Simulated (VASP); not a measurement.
The system is Al2Cu.

```
Cu Al
1.0
     4.10518    0.00000    0.00000
     0.00000    4.10518    0.00000
     0.00000    0.00000    2.89131
Cu Al
1 2
Cartesian
  0.0000 0.0000 0.0000
  0.0000 2.0526 1.4457
  2.0526 0.0000 1.4457
```

```yaml
Program: VASP 6.6.1
Task: relaxation of cell and atoms
Functional: RPBE
Potentials_or_basis: VASP PAW PBE potentials, release 64 (Cu, Al)
Cutoff: 600 eV
k_mesh: 7 × 7 × 9
Occupations: fermi-dirac, width 0.05 eV
Spin: no spin polarisation
```

At the start: pressure 2.6 GPa; volume 16.24 Å³/atom.

Problem. Where does the relaxation end?

Solution. Over 14 steps the energy falls by 4.7 meV/atom and the volume is 16.76 Å³/atom (+3.2 %); space group P4/mmm (No. 123, to 0.05 Å).

Step by step:
```tsv
step	energy change (eV)	largest force (eV/Å)	pressure (GPa)	volume (Å³)
1	0.0000	0.0000	2.61	48.73
2	-0.0134	0.0000	0.10	50.62
3	-0.0114	0.0000	-1.27	51.03
4	-0.0133	0.0000	-0.53	50.66
5	-0.0141	0.0000	0.20	50.25
6	-0.0141	0.0000	-0.14	50.30
7	-0.0141	0.0000	0.03	50.27
8	-0.0141	0.0000	0.14	50.27
9	-0.0141	0.0000	-0.18	50.37
10	-0.0141	0.0000	0.09	50.32
11	-0.0141	0.0000	-0.02	50.35
12	-0.0141	0.0000	-0.14	50.35
13	-0.0141	0.0000	-0.10	50.35
14	-0.0142	0.0000	0.00	50.27
```

Final structure:
```
Cu Al
1.0
     4.15882    0.00000    0.00000
     0.00000    4.15882    0.00000
     0.00000    0.00000    2.90661
Cu Al
1 2
Direct
  0.00000 0.00000 0.00000
  0.00000 0.50000 0.50000
  0.50000 0.00000 0.50000
```

Caveat: the PAW data sets were made with another functional, which shifts forces and pressure a little.
